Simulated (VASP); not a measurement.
# Zr (P6_3/mmc) in VASP: further runs, part 2 of 2

VASP 6.6.1. The steps go on from the part before.

### Step 4. Single point, PBE

This run uses another cell than the first one, of 17.77 Å³/atom, 1.118 times its volume.

INCAR reads:

```
SYSTEM = Zr
PREC = Accurate
ENCUT = 520
EDIFF = 1E-6
ISMEAR = -1
SIGMA = 0.05
LREAL = .False.
LASPH = .True.
NELM = 80
ALGO = Normal
ISIF = 2
LWAVE = .False.
LCHARG = .True.
GGA = PE
LELF = .True.
LVHAR = .True.
NBANDS = 19
```

KPOINTS reads:

```
regular mesh
0
Gamma
  15 15 8
  0 0 0
```

POSCAR reads:

```
Zr
1.0
    2.8958378320      0.0000000000      0.0000000000
   -1.4479189160      2.5078691278      0.0000000000
    0.0000000000      0.0000000000      4.8944655033
Zr
2
Direct
    0.3333333333      0.6666666667      0.2500000000
    0.6666666667      0.3333333333      0.7500000000
```

Potentials or basis: VASP PAW PBE potentials, release 64 (Zr_sv).

Launch:

```bash
cat potpaw_PBE.64/Zr_sv/POTCAR > POTCAR
mpirun -np 1 vasp_std > vasp.out
```

OUTCAR:

```text
SYSTEM = Zr
   PREC = Accurate
   ENCUT = 520
   EDIFF = 1E-6
   ISMEAR = -1
   LREAL = .False.
   LASPH = .True.
   NELM = 80
   ISIF = 2
   GGA = PE

 ion  position               nearest neighbor table
   1  0.333  0.667  0.250-   2 2.96   2 2.96   2 2.96   2 2.96   2 2.96   2 2.96
   2  0.667  0.333  0.750-   1 2.96   1 2.96   1 2.96   1 2.96   1 2.96   1 2.96

  LATTYP: Found a hexagonal cell.
 ALAT       =     2.8958378320
 C/A-ratio  =     1.6901725122

  Lattice vectors:

 A1 = (   2.8958378320,   0.0000000000,   0.0000000000)
 A2 = (  -1.4479189160,   2.5078691278,   0.0000000000)
 A3 = (   0.0000000000,   0.0000000000,   4.8944655033)

Analysis of symmetry for initial positions (statically):
=====================================================================
 Subroutine PRICEL returns:
 Original cell was already a primitive cell.

 Routine SETGRP: Setting up the symmetry group for a
 hexagonal supercell.

 Subroutine GETGRP returns: Found 24 space group operations
 (whereof 12 operations were pure point group operations)
 out of a pool of 24 trial point group operations.

The static configuration has the point symmetry D_3d.
 The point group associated with its full space group is D_6h.

Analysis of symmetry for dynamics (positions and initial velocities):
=====================================================================
 Subroutine PRICEL returns:
 Original cell was already a primitive cell.

 Routine SETGRP: Setting up the symmetry group for a
 hexagonal supercell.

 Subroutine GETGRP returns: Found 24 space group operations
 (whereof 12 operations were pure point group operations)
 out of a pool of 24 trial point group operations.

The dynamic configuration has the point symmetry D_3d.
 The point group associated with its full space group is D_6h.

 Subroutine INISYM returns: Found 24 space group operations
 (whereof 12 operations are pure point group operations),
 and found     1 'primitive' translations

----------------------------------------------------------------------------------------

                                     Primitive cell

  volume of cell :      35.5455

  direct lattice vectors                    reciprocal lattice vectors
     2.895837832  0.000000000  0.000000000     0.345323205  0.199372445  0.000000000
    -1.447918916  2.507869128  0.000000000     0.000000000  0.398744890  0.000000000
     0.000000000  0.000000000  4.894465503     0.000000000  0.000000000  0.204312401

  length of vectors
     2.895837832  2.895837832  4.894465503     0.398744890  0.398744890  0.204312401

  position of ions in fractional coordinates (direct lattice)
     0.333333333  0.666666667  0.250000000
     0.666666667  0.333333333  0.750000000

  ion indices of the primitive-cell ions
   primitive index   ion index
                 1           1
                 2           2

----------------------------------------------------------------------------------------

 KPOINTS: regular mesh

Automatic generation of k-mesh.
 Grid dimensions read from file:
 generate k-points for:   15   15    8

 Generating k-lattice:

  Cartesian coordinates                     Fractional coordinates (reciprocal lattice)
     0.023021547  0.013291496  0.000000000     0.066666667  0.000000000  0.000000000
     0.000000000  0.026582993  0.000000000     0.000000000  0.066666667  0.000000000
     0.000000000  0.000000000  0.025539050     0.000000000  0.000000000  0.125000000

  Length of vectors
     0.026582993  0.026582993  0.025539050

  Shift w.r.t. Gamma in fractional coordinates (k-lattice)
     0.000000000  0.000000000  0.000000000

 Subroutine IBZKPT returns following result:
 ===========================================

 Found    135 irreducible k-points:

 Following reciprocal coordinates:
            Coordinates               Weight
  0.000000  0.000000  0.000000      1.000000
  0.066667  0.000000  0.000000      6.000000
  0.133333 -0.000000  0.000000      6.000000
  0.200000  0.000000  0.000000      6.000000
  0.266667 -0.000000  0.000000      6.000000
  0.333333  0.000000  0.000000      6.000000
[... 16 lines left out ...]
  0.333333  0.200000  0.000000     12.000000
  0.400000  0.200000  0.000000      6.000000
 [... further k-points ...]
   k-points           NKPTS =    135   k-points in BZ     NKDIM =    135   number of bands    NBANDS=     19
   number of dos      NEDOS =    301   number of ions     NIONS =      2
   total plane-waves  NPLWV =  20736
   dimension x,y,z NGX =    24 NGY =   24 NGZ =   36
   dimension x,y,z NGXF=    48 NGYF=   48 NGZF=   72
   ions per type =               2
   NGX,Y,Z   is equivalent  to a cutoff of  13.78, 13.78, 12.23 a.u.
   NGXF,Y,Z  is equivalent  to a cutoff of  27.56, 27.56, 24.46 a.u.
 SYSTEM =  Zr
   PREC   = accura    normal or accurate (medium, high low for compatibility)
   ISTART =      0    job   : 0-new  1-cont  2-samecut
   ICHARG =      2    charge: 1-file 2-atom 10-const
   ISPIN  =      1    spin polarized calculation?
   LNONCOLLINEAR =      F non collinear calculations
   LSORBIT =      F    spin-orbit coupling
   LASPH  =      T    aspherical Exc in radial PAW
   ENCUT  =  520.0 eV  38.22 Ry    6.18 a.u.   5.38  5.38  9.10*2*pi/ulx,y,z
   NELM   =     80;   NELMIN=  2; NELMDL= -5     # of ELM steps
   EDIFF  = 0.1E-05   stopping-criterion for ELM
   LREAL  =      F    real-space projection
   EDIFFG = 0.1E-04   stopping-criterion for IOM
   NSW    =      0    number of steps for IOM
   IBRION =     -1    ionic relax: 0-MD 1-quasi-New 2-CG
   NFREE  =      0    steps in history (QN), initial steepest desc. (CG)
   ISIF   =      2    stress and relaxation
   ISYM   =      2    0-nonsym 1-usesym 2-fastsym
   POTIM  = 0.5000    time-step for ionic-motion
   TEBEG  =    0.0;   TEEND  =   0.0 temperature during run
   PSTRESS=    0.0 pullay stress
   NELECT =      24.0000    total number of electrons
   NUPDOWN=      -1.0000    fix difference up-down
   EMIN   =  10.00;   EMAX   =-10.00  energy-range for DOS
   EFERMI =   0.00;   METHOD = LEGACY
   ISMEAR =    -1;   SIGMA  =   0.05  broadening in eV -4-tet -1-fermi 0-gaus
   EFERMI_NEDOS =   21; number of points for ismear=-14 and -15
   IALGO  =     38    algorithm
   IMIX   =      4    mixing-type and parameters
     AMIX     =   0.40;   BMIX     =  1.00
     AMIX_MAG =   1.60;   BMIX_MAG =  1.00
  volume/ion in A,a.u.               =      17.77       119.94
  Fermi-wavevector in a.u.,A,eV,Ry     =   1.436207  2.714038 28.064619  2.062691
  Thomas-Fermi vector in A             =   2.555421
   LORBIT       =      0    0 simple, 1 ext, 2 COOP (PROOUT), +10 PAW based schemes
   GGA     = PE    functional components
   LHFCALC =     F    Hartree Fock is set to
   AEXX    =    0.0000 exact exchange contribution
   IVDW    =     0    specifies the selected vdW correction
   LEPSILON=     F    determine dielectric tensor
   LRPA    =     F    only Hartree local field effects (RPA)
 non-spin polarized calculation
  energy-cutoff  :      520.00
  volume of cell :       35.55
 maximum number of plane-waves:       984
 NGX is ok and might be reduce to    24

 number of electron      24.0000000 magnetization

 Free energy of the ion-electron system (eV)
  ---------------------------------------------------
  ext. energy  EPLUGINS =         0.00000000
  ---------------------------------------------------
  free energy    TOTEN  =       -15.91865802 eV

  energy without entropy =      -15.90355753  energy(sigma->0) =      -15.91110777

 E-fermi :  12.2899     XC(G=0): -12.3717

 val. band max:       12.2869951020   @ k =   0.3333   0.0667   0.0000
 cond. band min:      12.2921286320   @ k =   0.1333   0.0667   0.0000
 fundamental gap:      0.0051335300
 Fermi energy:        12.2899389836

 k-point     1 :       0.0000    0.0000    0.0000
  band No.  band energies     occupation
      1     -36.1604      2.00000
      2     -35.7975      2.00000
      3     -15.1847      2.00000
      4     -13.2377      2.00000
      5     -13.2377      2.00000
      6     -13.1456      2.00000
[... 11 lines left out ...]
     18      15.5368      0.00000
     19      18.2685      0.00000

 k-point     2 :       0.0667    0.0000    0.0000
  band No.  band energies     occupation
      1     -36.1442      2.00000
      2     -35.7879      2.00000
      3     -15.1545      2.00000
      4     -13.3243      2.00000
      5     -13.2628      2.00000
      6     -13.1533      2.00000
[... 476 lines left out ...]
 k-point    24 :       0.4000    0.2000    0.0000
  band No.  band energies     occupation
      1     -35.6836      2.00000
      2     -35.6098      2.00000
      3     -14.9085      2.00000
      4     -14.5975      2.00000
      5     -14.1414      2.00000
      6     -14.0771      2.00000
[... 11 lines left out ...]
     18      18.4794      0.00000
     19      21.5584      0.00000

 [... further k-points ...]
[... 5 lines left out ...]
  --------------------------------------------------------------------------------------
  -------------------------------------------------------------------------------------
  Total        8.5804831      8.5804831      8.5576797     -0.0000000      0.0000000      0.0000000
  in kB      386.7567882    386.7567882    385.7289466     -0.0000000      0.0000000      0.0000000
  external PRESSURE =     386.4141744 kB  Pullay stress =       0.0000000 kB

 VOLUME and BASIS-vectors are now :
 -----------------------------------------------------------------------------
  energy-cutoff  :      520.00
  volume of cell :       35.55
      direct lattice vectors                 reciprocal lattice vectors
     2.895837832  0.000000000  0.000000000     0.345323205  0.199372445  0.000000000
    -1.447918916  2.507869128  0.000000000     0.000000000  0.398744890  0.000000000
     0.000000000  0.000000000  4.894465503     0.000000000  0.000000000  0.204312401

 POSITION                                       TOTAL-FORCE (eV/Angst)
 -----------------------------------------------------------------------------------
     -0.00000      1.67191      1.22362        -0.000000     -0.000000      0.000000
      1.44792      0.83596      3.67085         0.000000      0.000000      0.000000
 -----------------------------------------------------------------------------------
    total drift:                               -0.000000      0.000000     -0.000000

  FREE ENERGIE OF THE ION-ELECTRON SYSTEM (eV)
  ---------------------------------------------------
  free  energy   TOTEN  =       -15.9186580177 eV

  energy  without entropy=      -15.9035575288  energy(sigma->0) =      -15.91110777
```

OSZICAR:

```text
N       E                     dE             d eps       ncg     rms          rms(c)
DAV:   1     0.225201950373E+03    0.22520E+03   -0.13628E+04  5130   0.130E+03
DAV:   2     0.123145042641E+00   -0.22508E+03   -0.22034E+03  5918   0.381E+02
DAV:   3    -0.159138676280E+02   -0.16037E+02   -0.15861E+02  9106   0.754E+01
DAV:   4    -0.162716527018E+02   -0.35779E+00   -0.35681E+00  5947   0.114E+01
DAV:   5    -0.162802290213E+02   -0.85763E-02   -0.85754E-02  7357   0.130E+00    0.241E+01
DAV:   6    -0.159410200574E+02    0.33921E+00   -0.58657E-01  6195   0.646E+00    0.111E+01
DAV:   7    -0.159089070686E+02    0.32113E-01   -0.47193E-01  7418   0.505E+00    0.123E+00
DAV:   8    -0.159190217247E+02   -0.10115E-01   -0.61935E-02  6610   0.208E+00    0.197E-01
DAV:   9    -0.159187143421E+02    0.30738E-03   -0.20240E-03  5806   0.433E-01    0.458E-02
DAV:  10    -0.159186585637E+02    0.55778E-04   -0.10571E-04  6809   0.856E-02    0.156E-02
DAV:  11    -0.159186580177E+02    0.54604E-06   -0.42016E-06  5637   0.179E-02
   1 F= -.15918658E+02 E0= -.15911108E+02  d E =-.151005E-01
```

It took 56 s on 1 thread of Intel Xeon Platinum 8259CL at 2.50GHz (Skylake/Cascade Lake), shared host; peak memory 0.2 GiB.

Results:

```yaml
Free_energy: -15.9187 eV
Pressure: 38.6 GPa
Band_gap_on_the_k_mesh: zero (band 12 reaches 13.35 eV, above the bottom of band 13 at 11.96 eV)
```

### Step 5. Single point, PBE

This run uses another cell than the first one, of 19.64 Å³/atom, 1.235 times its volume.

INCAR reads:

```
SYSTEM = Zr
PREC     = Accurate       ! precision mode
ENCUT    = 520            ! plane-wave cutoff, eV
EDIFF    = 1E-6           ! SCF threshold, eV
ISMEAR   = -1             ! smearing method
SIGMA    = 0.05           ! smearing width, eV
LREAL    = .FALSE.        ! projectors in reciprocal space
LASPH    = .TRUE.         ! aspherical terms in the spheres
NELM     = 60             ! most SCF steps
ALGO     = Normal         ! electronic algorithm
ISIF     = 2              ! what is computed and relaxed
LWAVE    = .FALSE.        ! write WAVECAR
LCHARG   = .FALSE.        ! write CHGCAR
GGA      = PE             ! functional
NBANDS   = 19             ! bands
```

KPOINTS reads:

```
regular mesh
0
G
  15 15 8
  0 0 0
```

POSCAR reads:

```
Zr
1.0
    3.0181727909      0.0000000000      0.0000000000
   -1.5090863955      2.6138143099      0.0000000000
    0.0000000000      0.0000000000      4.9800217741
Zr
2
Direct
    0.3333333333      0.6666666667      0.2500000000
    0.6666666667      0.3333333333      0.7500000000
```

Launch:

```bash
cat potpaw_PBE.64/Zr_sv/POTCAR > POTCAR
mpirun -np 1 vasp_std > vasp.out
```

It took 80 s on 1 thread of Intel Xeon Platinum 8259CL at 2.50GHz (Skylake/Cascade Lake), shared host; peak memory 0.21 GiB.

The run converged. Its results:

```yaml
Free_energy: -16.6059 eV
Pressure: 21.0 GPa
Band_gap_on_the_k_mesh: zero (band 12 reaches 12.10 eV, above the bottom of band 13 at 10.64 eV)
```

Levels at points of the mesh, in eV from the Fermi level:
```csv
k point,band 8,band 9,band 10,band 11,band 12,band 13,band 14,band 15,band 16,band 17
"(0.00, 0.00, 0.00)",-25.73,-5.87,-3.49,0.71,0.94,0.94,1.66,1.71,1.71,2.76
"(0.00, 0.00, 0.50)",-25.83,-4.03,-4.03,-0.13,-0.13,0.90,0.90,0.90,0.90,4.75
```

### Step 6. Single point, PBE

INCAR reads:

```
PREC     = Accurate       # precision mode
ENCUT    = 520            # plane-wave cutoff, eV
EDIFF    = 1E-7           # SCF threshold, eV
ISMEAR   = -1             # smearing method
SIGMA    = 0.05           # smearing width, eV
LREAL    = F              # projectors in reciprocal space
LASPH    = T              # aspherical terms in the spheres
NELM     = 80             # most SCF steps
ALGO     = Normal         # electronic algorithm
ISIF     = 2              # what is computed and relaxed
LWAVE    = F              # write WAVECAR
LCHARG   = F              # write CHGCAR
GGA      = PE             # functional
NBANDS   = 19             # bands
```

KPOINTS reads:

```
Automatic mesh
0
Gamma
  15 15 8
```

POSCAR is that of step 5.

Potentials or basis: VASP PAW PBE potentials, release 64 (Zr_sv).

Launch:

```bash
cat potpaw_PBE.64/Zr_sv/POTCAR > POTCAR
mpirun -np 1 vasp_std > vasp.out
```

OUTCAR:

```text
PREC = Accurate
   ENCUT = 520
   EDIFF = 1E-7
   ISMEAR = -1
   LREAL = F
   LASPH = T
   NELM = 80
   ISIF = 2
   GGA = PE

 ion  position               nearest neighbor table
   1  0.333  0.667  0.250-   2 3.04   2 3.04   2 3.04   2 3.04   2 3.04   2 3.04
   2  0.667  0.333  0.750-   1 3.04   1 3.04   1 3.04   1 3.04   1 3.04   1 3.04

  LATTYP: Found a hexagonal cell.
 ALAT       =     3.0181727909
 C/A-ratio  =     1.6500121494

  Lattice vectors:

 A1 = (   3.0181727909,   0.0000000000,   0.0000000000)
[... 190 lines left out ...]
      3     -16.3654      2.00000
      4     -14.9130      2.00000
      5     -14.9130      2.00000
      6     -14.7729      2.00000
[... 505 lines left out ...]
      6     -15.5316      2.00000
[... 11 lines left out ...]
     18      16.6450      0.00000
     19      19.0952      0.00000

 [... further k-points ...]
[... 5 lines left out ...]
  --------------------------------------------------------------------------------------
  -------------------------------------------------------------------------------------
  Total        5.1665650      5.1665650      5.1552462     -0.0000000      0.0000000      0.0000000
  in kB      210.6989665    210.6989665    210.2373737     -0.0000000      0.0000000      0.0000000
  external PRESSURE =     210.5451022 kB  Pullay stress =       0.0000000 kB

 VOLUME and BASIS-vectors are now :
 -----------------------------------------------------------------------------
  energy-cutoff  :      520.00
  volume of cell :       39.29
      direct lattice vectors                 reciprocal lattice vectors
     3.018172791  0.000000000  0.000000000     0.331326292  0.191291324  0.000000000
    -1.509086396  2.613814310  0.000000000     0.000000000  0.382582648  0.000000000
     0.000000000  0.000000000  4.980021774     0.000000000  0.000000000  0.200802335

 POSITION                                       TOTAL-FORCE (eV/Angst)
 -----------------------------------------------------------------------------------
     -0.00000      1.74254      1.24501         0.000000      0.000000      0.000000
      1.50909      0.87127      3.73502        -0.000000     -0.000000      0.000000
 -----------------------------------------------------------------------------------
    total drift:                               -0.000000      0.000000     -0.000000

  FREE ENERGIE OF THE ION-ELECTRON SYSTEM (eV)
  ---------------------------------------------------
  free  energy   TOTEN  =       -16.6058909984 eV

  energy  without entropy=      -16.5907748116  energy(sigma->0) =      -16.59833291
```

Run time: 79 s. Hardware: 1 thread of Intel Xeon Platinum 8259CL at 2.50GHz (Skylake/Cascade Lake), shared host; peak memory 0.21 GiB.

What came out:

```
Free energy            : -16.6059 eV
Pressure               : 21.1 GPa
Band gap on the k mesh : zero (band 12 reaches 12.10 eV, above the bottom of band 13 at 10.64 eV)
```

Levels at points of the mesh, in eV from the Fermi level:
```csv
k point,band 8,band 9,band 10,band 11,band 12,band 13,band 14,band 15,band 16,band 17
"(0.00, 0.00, 0.00)",-25.73,-5.87,-3.49,0.71,0.94,0.94,1.66,1.71,1.71,2.76
"(0.00, 0.00, 0.50)",-25.83,-4.03,-4.03,-0.13,-0.13,0.90,0.90,0.90,0.90,4.75
```

### Step 7. Overview

```tsv
cell	gap on the mesh (eV)	pressure (GPa)
a = 2.751, b = 2.751, c = 4.854 Å, angles 90.0, 90.0, 120.0°, 2 atoms	none	63.6
a = 2.896, b = 2.896, c = 4.894 Å, angles 90.0, 90.0, 120.0°, 2 atoms	none	38.6
a = 3.018, b = 3.018, c = 4.980 Å, angles 90.0, 90.0, 120.0°, 2 atoms	none	21.1
```

Alike in all rows: task single point; level PBE; potentials or basis VASP PAW PBE potentials, release 64 (Zr_sv); no spin polarisation; k mesh 15 × 15 × 8; cutoff (eV) 520; smearing fermi-dirac 0.05 eV.

Total energies depend on the potentials used, so only differences within one code and one set of settings carry meaning.
